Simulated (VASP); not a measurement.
A run of VASP 6.6.1 is set up as follows.

INCAR

```
  PREC = Accurate
  ENCUT = 520
  EDIFF = 1E-7
  ISMEAR = 0
  SIGMA = 0.1
  LREAL = False
  LASPH = True
  NELM = 100
  ALGO = Fast
  ISIF = 2
  LWAVE = False
  LCHARG = True
  GGA = PE
  LELF = True
  LVHAR = True
  NBANDS = 14
```

Contents of KPOINTS:

```
regular mesh
0
Gamma
  16 16 16
```

The input POSCAR:

```
CsAl2
1.0
   -1.9415048181      1.9415048181      6.8813511154
    1.9415048181     -1.9415048181      6.8813511154
    1.9415048181      1.9415048181     -6.8813511154
Cs Al
1 2
Direct
    0.0000000000      0.0000000000      0.0000000000
    0.7500000000      0.2500000000      0.5000000000
    0.2500000000      0.7500000000      0.5000000000
```

Potentials or basis: VASP PAW PBE potentials, release 64 (Cs_sv, Al).

Run with:

```bash
$ cat potpaw_PBE.64/Cs_sv/POTCAR potpaw_PBE.64/Al/POTCAR > POTCAR
$ mpirun -np 1 vasp_std > vasp.out
```

(1) Estimate the pressure.

Results:

(1) 0.1 GPa.
